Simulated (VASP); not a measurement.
Input of a VASP 6.6.1 run:

INCAR

```
PREC = Accurate ; ENCUT = 520
EDIFF = 1E-7 ; ISMEAR = -1
SIGMA = 0.03 ; LREAL = False
LASPH = True ; NELM = 80
ALGO = Normal ; ISIF = 2
LWAVE = False ; LCHARG = False
GGA = PS ; NBANDS = 16
```

File KPOINTS:

```
regular mesh
0
Gamma
  7 7 7
```

File POSCAR:

```
YS
1.0
    0.0000000000      2.7436500000      2.7436500000
    2.7436500000      0.0000000000      2.7436500000
    2.7436500000      2.7436500000      0.0000000000
Y S
1 1
Direct
    0.3950000000      0.3950000000      0.6050000000
    0.1050000000      0.1050000000     -0.1050000000
```

Potentials or basis: VASP PAW PBE potentials, release 64 (Y_sv, S).

Launch:

```bash
$ cat potpaw_PBE.64/Y_sv/POTCAR potpaw_PBE.64/S/POTCAR > POTCAR
$ mpirun -np 1 vasp_std > vasp.out
```

(1) What does it give for the pressure?

(2) Estimate the largest force.

Answers

(1) 93.4 GPa.

(2) 47.833 eV/Å.

Caveat: the cell differs from its parent crystal (shortest bond scaled by 0.58); the PAW data sets were made with another functional, which shifts forces and pressure a little.
